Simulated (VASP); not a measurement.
Runs of VASP 6.6.1 on MoS2. The structure is that of space group R3m (No. 160), or close to it. The cells are those of the table. 

```tsv
level	cell	gap on the mesh (eV)	pressure (GPa)	largest force (eV/Å)
PBE+D3(BJ)	a = 6.985 Å, angles 24.5°, 3 atoms	0.79	(c)	2.10
PBEsol+D3(BJ)	a = 5.714 Å, angles 33.9°, 3 atoms	none	-2.7	1.58
PBE+D3(BJ)	a = 5.714 Å, angles 33.9°, 3 atoms	none	1.8	1.79
PBE+D3(BJ)	a = 6.629 Å, angles 26.6°, 3 atoms	(b)	-1.0	1.15
PBE+D3(BJ)	a = 5.973 Å, angles 31.5°, 3 atoms	none	(d)	(a)
PBE+D3(BJ)	a = 5.527 Å, angles 35.8°, 3 atoms	none	2.4	2.32
PBE+D3(BJ)	a = 6.120 Å, angles 30.3°, 3 atoms	0.46	0.4	0.48
```

Alike in all rows: task single point; potentials or basis VASP PAW PBE potentials, release 64 (Mo_sv, S); no spin polarisation; k mesh 12 × 12 × 12; cutoff (eV) 520; smearing gaussian 0.05 eV.

Task: Fill in the values left out.

Result: (a) 0.99; (b) 1.13; (c) -1.2; (d) 0.9.

Caveats: forces of over 1 eV/Å act on the atoms, so gaps and moduli don't describe the material at rest (some runs); pairwise dispersion overbinds metals, which lowers pressure and volume (some runs); the PAW data sets were made with another functional, which shifts forces and pressure a little (some runs).

A k mesh can miss the band edges, and the runs leave out spin-orbit coupling on Mo.

A gap of «none» marks levels without a gap at the run's occupations.
